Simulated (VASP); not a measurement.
# ReBi2 (Pnnm) in VASP: a series of runs

Runs on ReBi2. Level: PBE. Tasks: single point.

Program: VASP 6.6.1. These are calculated values, not measurements. Logs are shortened: lines on timing, memory, paths and dates and some standing lists are left out, and cuts for length are marked.

## Step 1: The cell of the first run

The structure is orthorhombic, space group Pnnm (No. 58). Conventional cell: a = 5.301 Å, b = 6.470 Å, c = 4.039 Å, α = 90.00°, β = 90.00°, γ = 90.00°. Within 3.5 Å of Re (site symmetry 2/m) lie 6 Bi at 2.67 to 2.69 Å. Within 4.3 Å of Bi (site symmetry m) lie 12 Bi at 2.64 to 4.04 Å and 6 Re at 2.67 to 4.30 Å.

## Step 2: Single point, PBE

Input file INCAR:

```
PREC     = Accurate       # precision mode
ENCUT    = 520            # plane-wave cutoff, eV
EDIFF    = 1E-6           # SCF threshold, eV
ISMEAR   = 0              # smearing method
SIGMA    = 0.1            # smearing width, eV
LREAL    = False          # projectors in reciprocal space
LASPH    = True           # aspherical terms in the spheres
NELM     = 60             # most SCF steps
ALGO     = Fast           # electronic algorithm
ISIF     = 2              # what is computed and relaxed
LWAVE    = False          # write WAVECAR
LCHARG   = False          # write CHGCAR
GGA      = PE             # functional
NBANDS   = 46             # bands
```

Input file KPOINTS:

```
Automatic mesh
0
Gamma
  4 4 4
```

Input file POSCAR:

```
ReBi2
1.0
    5.3013860079      0.0000000000      0.0000000000
    0.0000000000      6.4703007106      0.0000000000
    0.0000000000      0.0000000000      4.0391966830
Re Bi
2 4
Direct
    0.0000000000      0.0000000000      0.0000000000
    0.5000000000      0.5000000000      0.5000000000
    0.2004000000      0.3787000000      0.0000000000
    0.7996000000      0.6213000000      0.0000000000
    0.7004000000      0.1213000000      0.5000000000
    0.2996000000      0.8787000000      0.5000000000
```

Potentials or basis: VASP PAW PBE potentials, release 64 (Re, Bi_d).

On the command line:

```bash
cat potpaw_PBE.64/Re/POTCAR potpaw_PBE.64/Bi_d/POTCAR > POTCAR
mpirun -np 1 vasp_std > vasp.out
```

OUTCAR:

```text
PREC = Accurate
   ENCUT = 520
   EDIFF = 1E-6
   ISMEAR = 0
   LREAL = False
   LASPH = True
   NELM = 60
   ISIF = 2
   GGA = PE

 ion  position               nearest neighbor table
   1  0.000  0.000  0.000-   3 2.67   4 2.67   5 2.69   6 2.69   5 2.69   6 2.69
   2  0.500  0.500  0.500-   5 2.67   6 2.67   3 2.69   4 2.69   3 2.69   4 2.69
   3  0.200  0.379  0.000-   4 2.64   1 2.67   2 2.69   2 2.69   4 3.54   5 3.73   5 3.73   5 3.73
                             5 3.73   6 3.85   6 3.85   6 3.85   6 3.85
   4  0.800  0.621  0.000-   3 2.64   1 2.67   2 2.69   2 2.69   3 3.54   6 3.73   6 3.73   6 3.73
                             6 3.73   5 3.85   5 3.85   5 3.85   5 3.85
   5  0.700  0.121  0.500-   6 2.64   2 2.67   1 2.69   1 2.69   6 3.54   3 3.73   3 3.73   3 3.73
                             3 3.73   4 3.85   4 3.85   4 3.85   4 3.85
   6  0.300  0.879  0.500-   5 2.64   2 2.67   1 2.69   1 2.69   5 3.54   4 3.73   4 3.73   4 3.73
                             4 3.73   3 3.85   3 3.85   3 3.85   3 3.85

  LATTYP: Found a simple orthorhombic cell.
 ALAT       =     4.0391966830
 B/A-ratio  =     1.3124852350
 C/A-ratio  =     1.6018781006

  Lattice vectors:

 A1 = (   0.0000000000,   0.0000000000,   4.0391966830)
 A2 = (   5.3013860079,   0.0000000000,   0.0000000000)
 A3 = (   0.0000000000,   6.4703007106,   0.0000000000)

Analysis of symmetry for initial positions (statically):
=====================================================================
 Subroutine PRICEL returns:
 Original cell was already a primitive cell.

 Routine SETGRP: Setting up the symmetry group for a
 simple orthorhombic supercell.

 Subroutine GETGRP returns: Found  8 space group operations
 (whereof  4 operations were pure point group operations)
 out of a pool of  8 trial point group operations.

The static configuration has the point symmetry C_2h.
 The point group associated with its full space group is D_2h.

Analysis of symmetry for dynamics (positions and initial velocities):
=====================================================================
 Subroutine PRICEL returns:
 Original cell was already a primitive cell.

 Routine SETGRP: Setting up the symmetry group for a
 simple orthorhombic supercell.

 Subroutine GETGRP returns: Found  8 space group operations
 (whereof  4 operations were pure point group operations)
 out of a pool of  8 trial point group operations.

The dynamic configuration has the point symmetry C_2h.
 The point group associated with its full space group is D_2h.

 Subroutine INISYM returns: Found  8 space group operations
 (whereof  4 operations are pure point group operations),
 and found     1 'primitive' translations

----------------------------------------------------------------------------------------

                                     Primitive cell

  volume of cell :     138.5508

  direct lattice vectors                    reciprocal lattice vectors
     5.301386008  0.000000000  0.000000000     0.188629916  0.000000000  0.000000000
     0.000000000  6.470300711  0.000000000     0.000000000  0.154552322  0.000000000
     0.000000000  0.000000000  4.039196683     0.000000000  0.000000000  0.247573980

  length of vectors
     5.301386008  6.470300711  4.039196683     0.188629916  0.154552322  0.247573980

  position of ions in fractional coordinates (direct lattice)
     0.000000000  0.000000000  0.000000000
     0.500000000  0.500000000  0.500000000
     0.200400000  0.378700000  0.000000000
     0.799600000  0.621300000  0.000000000
     0.700400000  0.121300000  0.500000000
     0.299600000  0.878700000  0.500000000

  ion indices of the primitive-cell ions
   primitive index   ion index
                 1           1
                 2           2
                 3           3
                 4           4
                 5           5
                 6           6

----------------------------------------------------------------------------------------

 KPOINTS: Automatic mesh

Automatic generation of k-mesh.
 Grid dimensions read from file:
 generate k-points for:    4    4    4

 Generating k-lattice:

  Cartesian coordinates                     Fractional coordinates (reciprocal lattice)
     0.047157479  0.000000000  0.000000000     0.250000000  0.000000000  0.000000000
     0.000000000  0.038638081  0.000000000     0.000000000  0.250000000  0.000000000
     0.000000000  0.000000000  0.061893495     0.000000000  0.000000000  0.250000000

  Length of vectors
     0.047157479  0.038638081  0.061893495

  Shift w.r.t. Gamma in fractional coordinates (k-lattice)
     0.000000000  0.000000000  0.000000000

 Subroutine IBZKPT returns following result:
 ===========================================

 Found     27 irreducible k-points:

 Following reciprocal coordinates:
            Coordinates               Weight
  0.000000  0.000000  0.000000      1.000000
  0.250000  0.000000  0.000000      2.000000
[... 46 lines left out ...]
     AMIX_MAG =   1.60;   BMIX_MAG =  1.00
  volume/ion in A,a.u.               =      23.09       155.83
  Fermi-wavevector in a.u.,A,eV,Ry     =   1.328258  2.510044 24.004341  1.764269
  Thomas-Fermi vector in A             =   2.457509
   LORBIT       =      0    0 simple, 1 ext, 2 COOP (PROOUT), +10 PAW based schemes
   GGA     = PE    functional components
   LHFCALC =     F    Hartree Fock is set to
   AEXX    =    0.0000 exact exchange contribution
   IVDW    =     0    specifies the selected vdW correction
   LEPSILON=     F    determine dielectric tensor
   LRPA    =     F    only Hartree local field effects (RPA)
 non-spin polarized calculation
 RMM-DIIS sequential band-by-band and
 Gauss-broadening in eV      SIGMA  =   0.10
  energy-cutoff  :      520.00
  volume of cell :      138.55
 maximum number of plane-waves:      3764
 NGX is ok and might be reduce to    40
   NGX = 19   NGY = 25   NGZ = 15

 number of electron      74.0000020 magnetization

 Free energy of the ion-electron system (eV)
  ---------------------------------------------------
  ext. energy  EPLUGINS =         0.00000000
  ---------------------------------------------------
  free energy    TOTEN  =       -32.72146843 eV

  energy without entropy =      -32.68137756  energy(sigma->0) =      -32.70142300

 E-fermi :   8.6046     XC(G=0): -11.3986

 val. band max:        8.6008227723   @ k =   0.2500   0.2500   0.2500
 cond. band min:       8.6051438556   @ k =   0.0000   0.2500   0.0000
 fundamental gap:      0.0043210833
 Fermi energy:         8.6046339959

 k-point     1 :       0.0000    0.0000    0.0000
  band No.  band energies     occupation
      1     -14.5698      2.00000
      2     -14.5492      2.00000
      3     -14.1743      2.00000
      4     -14.1634      2.00000
      5     -14.1149      2.00000
      6     -14.1106      2.00000
[... 38 lines left out ...]
     45      14.8578      0.00000
     46      15.1117      0.00000

 k-point     2 :       0.2500    0.0000    0.0000
  band No.  band energies     occupation
      1     -14.5673      2.00000
      2     -14.5539      2.00000
      3     -14.1732      2.00000
      4     -14.1715      2.00000
      5     -14.1396      2.00000
      6     -14.1275      2.00000
[... 38 lines left out ...]
     45      13.4775      0.00000
     46      14.4385      0.00000

 k-point     3 :       0.5000    0.0000    0.0000
  band No.  band energies     occupation
      1     -14.5615      2.00000
      2     -14.5615      2.00000
      3     -14.1707      2.00000
      4     -14.1707      2.00000
      5     -14.1575      2.00000
      6     -14.1575      2.00000
[... 38 lines left out ...]
     45      13.5908      0.00000
     46      13.9457      0.00000

 k-point     4 :       0.0000    0.2500    0.0000
  band No.  band energies     occupation
      1     -14.5650      2.00000
      2     -14.5503      2.00000
      3     -14.1670      2.00000
      4     -14.1601      2.00000
      5     -14.1260      2.00000
      6     -14.1227      2.00000
[... 920 lines left out ...]
     45      13.7869      0.00000
     46      13.9042      0.00000

 k-point    23 :       0.2500    0.2500    0.5000
  band No.  band energies     occupation
      1     -14.5546      2.00000
      2     -14.5542      2.00000
      3     -14.1839      2.00000
      4     -14.1720      2.00000
      5     -14.1482      2.00000
      6     -14.1322      2.00000
[... 38 lines left out ...]
     45      14.0268      0.00000
     46      14.2216      0.00000

 k-point    24 :       0.5000    0.2500    0.5000
  band No.  band energies     occupation
      1     -14.5603      2.00000
      2     -14.5603      2.00000
      3     -14.1713      2.00000
      4     -14.1713      2.00000
      5     -14.1463      2.00000
      6     -14.1463      2.00000
[... 38 lines left out ...]
     45      15.0179      0.00000
     46      15.4127      0.00000

 [... further k-points ...]
[... 5 lines left out ...]
  --------------------------------------------------------------------------------------
  -------------------------------------------------------------------------------------
  Total       26.2627047     23.4279744      7.8785710     -0.0000000      0.0000000      0.0000000
  in kB      303.6974459    270.9171066     91.1064539     -0.0000000      0.0000000      0.0000000
  external PRESSURE =     221.9070021 kB  Pullay stress =       0.0000000 kB

 VOLUME and BASIS-vectors are now :
 -----------------------------------------------------------------------------
  energy-cutoff  :      520.00
  volume of cell :      138.55
      direct lattice vectors                 reciprocal lattice vectors
     5.301386008  0.000000000  0.000000000     0.188629916  0.000000000  0.000000000
     0.000000000  6.470300711  0.000000000     0.000000000  0.154552322  0.000000000
     0.000000000  0.000000000  4.039196683     0.000000000  0.000000000  0.247573980

 POSITION                                       TOTAL-FORCE (eV/Angst)
 -----------------------------------------------------------------------------------
      0.00000      0.00000      0.00000        -0.000000     -0.000000      0.000000
      2.65069      3.23515      2.01960        -0.000000     -0.000000      0.000000
      1.06240      2.45030      0.00000         2.536557     -2.226905      0.000000
      4.23899      4.02000      0.00000        -2.536557      2.226905     -0.000000
      3.71309      0.78485      2.01960         2.536557      2.226905      0.000000
      1.58830      5.68545      2.01960        -2.536557     -2.226905     -0.000000
 -----------------------------------------------------------------------------------
    total drift:                               -0.000000     -0.000000     -0.000000

  FREE ENERGIE OF THE ION-ELECTRON SYSTEM (eV)
  ---------------------------------------------------
  free  energy   TOTEN  =       -32.7214684279 eV

  energy  without entropy=      -32.6813775635  energy(sigma->0) =      -32.70142300
```

Wall time 1.8 min (1 thread of Intel Xeon 6975P-C (Granite Rapids), shared host); peak memory 0.31 GiB.

What came out:

```
Free energy            : -32.7215 eV
Pressure               : 22.2 GPa
Largest force          : 3.375 eV/Å
Band gap on the k mesh : zero (bands 37 and 38 overlap by 1.52 eV)
```

Forces on the atoms (eV/Å):
```
Re   0.000  0.000  0.000
Re   0.000  0.000  0.000
Bi   2.537 -2.227  0.000
Bi  -2.537  2.227  0.000
Bi   2.537  2.227  0.000
Bi  -2.537 -2.227  0.000
```

Stress tensor (GPa, compression positive):
```
30.37  0.00  0.00
 0.00 27.09  0.00
 0.00  0.00  9.11
```

Levels at points of the mesh, in eV from the Fermi level:
```csv
k point,band 32,band 33,band 34,band 35,band 36,band 37,band 38,band 39,band 40,band 41
"(0.00, 0.00, 0.00)",-1.77,-1.07,-0.94,-0.55,-0.46,-0.42,-0.23,0.59,1.26,3.48
"(0.50, 0.00, 0.00)",-1.52,-1.09,-1.09,-0.13,-0.13,0.59,0.59,1.90,1.90,3.51
"(0.00, 0.50, 0.00)",-1.75,-1.51,-1.51,-0.33,-0.33,0.46,0.46,0.85,0.85,3.12
"(0.50, 0.50, 0.00)",-1.24,-0.63,-0.63,-0.45,-0.45,1.16,1.16,1.32,1.32,2.82
"(0.00, 0.00, 0.50)",-2.76,-1.37,-1.37,-0.16,-0.16,-0.08,-0.08,0.15,0.15,3.30
"(0.50, 0.00, 0.50)",-2.40,-2.26,-2.26,-0.53,-0.53,-0.11,-0.11,0.16,0.16,3.50
"(0.00, 0.50, 0.50)",-1.43,-1.27,-1.27,-0.92,-0.92,-0.36,-0.36,-0.16,-0.16,2.29
"(0.50, 0.50, 0.50)",-1.74,-0.88,-0.88,-0.78,-0.78,-0.11,-0.11,0.76,0.76,3.57
```

Caveat: the k points lie up to 0.39 Å⁻¹ apart, too coarse for converged energies and pressures of a metal; spin-orbit coupling is left out, which moves the levels of the heavy elements; forces of over 1 eV/Å act on the atoms, so gaps and moduli don't describe the material at rest.

## Step 3: Single point, PBE

This run uses another cell than the first one, of 25.65 Å³/atom.

Input file INCAR:

```
SYSTEM = ReBi2
PREC = Accurate
ENCUT = 520
EDIFF = 1E-6
ISMEAR = 0
SIGMA = 0.1
LREAL = .FALSE.
LASPH = .TRUE.
NELM = 100
ALGO = Fast
ISIF = 2
LWAVE = .FALSE.
LCHARG = .FALSE.
GGA = PE
NBANDS = 46
```

Input file KPOINTS:

```
regular mesh
0
G
  4 4 4
  0 0 0
```

Input file POSCAR:

```
ReBi2
1.0
    6.3620754614      0.0000000000      0.0000000000
    0.0000000000      7.0854267259      0.0000000000
    0.0000000000      0.0000000000      3.4135278237
Re Bi
2 4
Direct
    0.0000000000      0.0000000000      0.0000000000
    0.5000000000      0.5000000000      0.5000000000
    0.1949475869      0.3520821914      0.0000000000
    0.8050524131      0.6479178086      0.0000000000
    0.6949475869      0.1479178086      0.5000000000
    0.3050524131      0.8520821914      0.5000000000
```

Potentials or basis: VASP PAW PBE potentials, release 64 (Re, Bi_d).

On the command line:

```bash
cat potpaw_PBE.64/Re/POTCAR potpaw_PBE.64/Bi_d/POTCAR > POTCAR
mpirun -np 1 vasp_std > vasp.out
```

It took 2.6 min on 1 thread of Intel Xeon 6975P-C (Granite Rapids), shared host; peak memory 0.34 GiB.

Results (log left out):

* Free energy: -36.5177 eV
* Pressure: -0.2 GPa
* Largest force: 0.032 eV/Å
* Band gap on the k mesh: zero (bands 37 and 38 overlap by 0.73 eV)

Forces on the atoms (eV/Å):
```
Re   0.000  0.000  0.000
Re   0.000  0.000  0.000
Bi  -0.001  0.032  0.000
Bi   0.001 -0.032  0.000
Bi  -0.001 -0.032  0.000
Bi   0.001  0.032  0.000
```

Stress tensor (GPa, compression positive):
```
-0.23  0.00  0.00
 0.00 -0.05  0.00
 0.00  0.00 -0.20
```

Levels at points of the mesh, in eV from the Fermi level:
```tsv
k point	band 33	band 34	band 35	band 36	band 37	band 38	band 39	band 40	band 41	band 42
(0.00, 0.00, 0.00)	-1.06	-1.01	-0.43	0.07	0.09	0.25	2.09	2.10	2.92	3.18
(0.50, 0.00, 0.00)	-1.05	-1.05	-0.34	-0.34	-0.10	-0.10	2.39	2.39	3.94	3.95
(0.00, 0.50, 0.00)	-0.97	-0.97	-0.14	-0.14	0.12	0.12	1.87	1.87	3.10	3.10
(0.50, 0.50, 0.00)	-1.15	-1.15	-0.83	-0.83	0.09	0.09	1.26	1.26	3.79	3.79
(0.00, 0.00, 0.50)	-2.16	-2.16	-0.98	-0.98	0.01	0.01	1.56	1.56	2.08	2.08
(0.50, 0.00, 0.50)	-1.36	-1.36	-0.95	-0.95	-0.07	-0.07	1.69	1.69	2.44	2.44
(0.00, 0.50, 0.50)	-1.65	-1.65	-1.00	-1.00	-0.38	-0.38	1.02	1.02	1.62	1.62
(0.50, 0.50, 0.50)	-1.07	-1.07	-1.05	-1.05	0.35	0.35	1.31	1.31	2.15	2.15
```

Caveat: the k points lie up to 0.46 Å⁻¹ apart, too coarse for converged energies and pressures of a metal; spin-orbit coupling is left out, which moves the levels of the heavy elements.

## Step 4: Single point, PBE

This run uses another cell than the first one, of 25.55 Å³/atom.

Input file INCAR:

```
SYSTEM = ReBi2
ALGO = Fast ; EDIFF = 1E-6
ENCUT = 520 ; GGA = PE
ISIF = 2 ; ISMEAR = 0
LASPH = .True. ; LCHARG = .True.
LELF = .True. ; LREAL = .False.
LVHAR = .True. ; LWAVE = .False.
NBANDS = 46 ; NELM = 60
PREC = Accurate ; SIGMA = 0.1
```

Input file KPOINTS:

```
k-points
0
Gamma
  4 4 6
  0 0 0
```

Input file POSCAR:

```
ReBi2
1.0
    6.3689514210      0.0000000000      0.0000000000
    0.0000000000      7.1108550931      0.0000000000
    0.0000000000      0.0000000000      3.3852943018
Re Bi
2 4
Direct
    0.0000000000      0.0000000000      0.0000000000
    0.5000000000      0.5000000000      0.5000000000
    0.1944949294      0.3519713493      0.0000000000
    0.8055050706      0.6480286507      0.0000000000
    0.6944949294      0.1480286507      0.5000000000
    0.3055050706      0.8519713493      0.5000000000
```

On the command line:

```bash
cat potpaw_PBE.64/Re/POTCAR potpaw_PBE.64/Bi_d/POTCAR > POTCAR
mpirun -np 1 vasp_std > vasp.out
```

Wall time 3.2 min (1 thread of Intel Xeon 6975P-C (Granite Rapids), shared host); peak memory 0.38 GiB.

Results (log left out):

```
Free energy            : -36.5480 eV
Pressure               : 0.0 GPa
Largest force          : 0.020 eV/Å
Band gap on the k mesh : zero (bands 37 and 38 overlap by 0.74 eV)
```

Forces in eV/Å, atoms in the order of the input:
```
Re   0.000  0.000  0.000
Re   0.000  0.000  0.000
Bi  -0.015  0.013  0.000
Bi   0.015 -0.013  0.000
Bi  -0.015 -0.013  0.000
Bi   0.015  0.013  0.000
```

Levels at points of the mesh, in eV from the Fermi level:
| k point | band 35 | band 36 | band 37 | band 38 | band 39 | band 40 |
| --- | --- | --- | --- | --- | --- | --- |
| (0.00, 0.00, 0.00) | -0.47 | 0.10 | 0.12 | 0.21 | 2.05 | 2.20 |
| (0.50, 0.00, 0.00) | -0.42 | -0.42 | -0.06 | -0.06 | 2.30 | 2.30 |
| (0.00, 0.50, 0.00) | -0.09 | -0.09 | 0.07 | 0.07 | 1.79 | 1.79 |
| (0.50, 0.50, 0.00) | -0.92 | -0.92 | 0.12 | 0.12 | 1.20 | 1.20 |
| (0.00, 0.00, 0.50) | -1.05 | -1.05 | -0.02 | -0.02 | 1.59 | 1.60 |
| (0.50, 0.00, 0.50) | -0.99 | -0.99 | -0.11 | -0.11 | 1.78 | 1.78 |
| (0.00, 0.50, 0.50) | -1.03 | -1.03 | -0.43 | -0.43 | 0.99 | 0.99 |
| (0.50, 0.50, 0.50) | -1.07 | -1.07 | 0.30 | 0.30 | 1.31 | 1.31 |

Caveat: spin-orbit coupling is left out, which moves the levels of the heavy elements.

## Step 5: Overview

```csv
cell,k mesh,gap on the mesh (eV),pressure (GPa),largest force (eV/Å)
"a = 5.301, b = 6.470, c = 4.039 Å, 6 atoms, atomic positions A",4 × 4 × 4,none,22.2,3.38
"a = 6.362, b = 7.085, c = 3.414 Å, 6 atoms, atomic positions B",4 × 4 × 4,none,-0.2,0.03
"a = 6.369, b = 7.111, c = 3.385 Å, 6 atoms, atomic positions B",4 × 4 × 6,none,0.0,0.02
```

Alike in all rows: task single point; level PBE; potentials or basis VASP PAW PBE potentials, release 64 (Re, Bi_d); no spin polarisation; cutoff (eV) 520; smearing gaussian 0.1 eV.

Caveats: some runs use coarse meshes; spin-orbit coupling is left out, which moves the levels of the heavy elements; forces of over 1 eV/Å act on the atoms, so gaps and moduli don't describe the material at rest (at least some runs).

Total energies depend on the potentials used, so only differences within one code and one set of settings carry meaning.
